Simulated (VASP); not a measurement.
Runs of VASP 6.6.1 on Be2Si3. The structure is that of space group R-3m (No. 166), or close to it. The cells are those of the table. 

```csv
task,cell,k mesh,cutoff (eV),gap on the mesh (eV),pressure (GPa),largest force (eV/Å)
single point,"a = 7.441 Å, angles 24.2°, 5 atoms",6 × 6 × 6,520,none,10.1,(a)
single point,"a = 8.707 Å, angles 19.5°, 5 atoms",12 × 12 × 12,520,none,0.0,0.01
relaxation of cell and atoms,"relaxed from a = 7.441 Å, angles 24.2°, 5 atoms",6 × 6 × 6,600,none,-0.2,0.02
single point,"a = 8.674 Å, angles 19.6°, 5 atoms",6 × 6 × 6,520,none,0.1,0.01
```

Alike in all rows: level PBE; potentials or basis VASP PAW PBE potentials, release 64 (Be, Si); no spin polarisation; smearing gaussian 0.1 eV.

Question: Estimate the missing entries.

Answer: (a) 1.38.

Caveats: some runs use coarse meshes; forces of over 1 eV/Å act on the atoms, so gaps and moduli don't describe the material at rest (some runs).

A gap of «none» marks levels without a gap at the run's occupations.
